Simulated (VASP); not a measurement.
Runs of VASP 6.6.1 on BiO5. The structure is that of space group F-43m (No. 216), or close to it. The cells are those of the table. 

| task | cell | k mesh | cutoff (eV) | gap on the mesh (eV) | pressure (GPa) | relaxed volume (Å³/atom) | largest force (eV/Å) |
| --- | --- | --- | --- | --- | --- | --- | --- |
| single point | a = 4.460 Å, angles 60.0°, 6 atoms | 10 × 10 × 10 | 520 | none | -0.1 | - | 0.02 |
| relaxation of cell and atoms | relaxed from a = 4.463 Å, angles 60.0°, 6 atoms | 10 × 10 × 10 | 600 | none | 0.0 | (b) | - |
| single point | a = 4.804 Å, angles 60.0°, 6 atoms | 4 × 4 × 4 | 520 | none | -17.9 | - | 0.02 |
| relaxation of cell and atoms | relaxed from a = 4.804 Å, angles 60.0°, 6 atoms | 4 × 4 × 4 | 600 | none | 0.1 | (a) | 0.02 |
| single point | a = 4.471 Å, angles 60.0°, 6 atoms | 4 × 4 × 4 | 520 | none | -0.2 | - | 0.01 |

Alike in all rows: level PBE; potentials or basis VASP PAW PBE potentials, release 64 (Bi_d, O); no spin polarisation; smearing gaussian 0.1 eV.

Fill in the values left out.

(a) 10.50; (b) 10.44.

Caveats: some runs use coarse meshes; spin-orbit coupling is left out, which moves the levels of the heavy elements; an odd number of electrons without spin polarisation forces a metal; a magnetic or distorted state may lie lower; the volume moved by over 15 % at a fixed basis, so the end points are rough (some runs).

A k mesh can miss the band edges, and the runs leave out spin-orbit coupling on Bi.

A gap of «none» marks levels without a gap at the run's occupations.
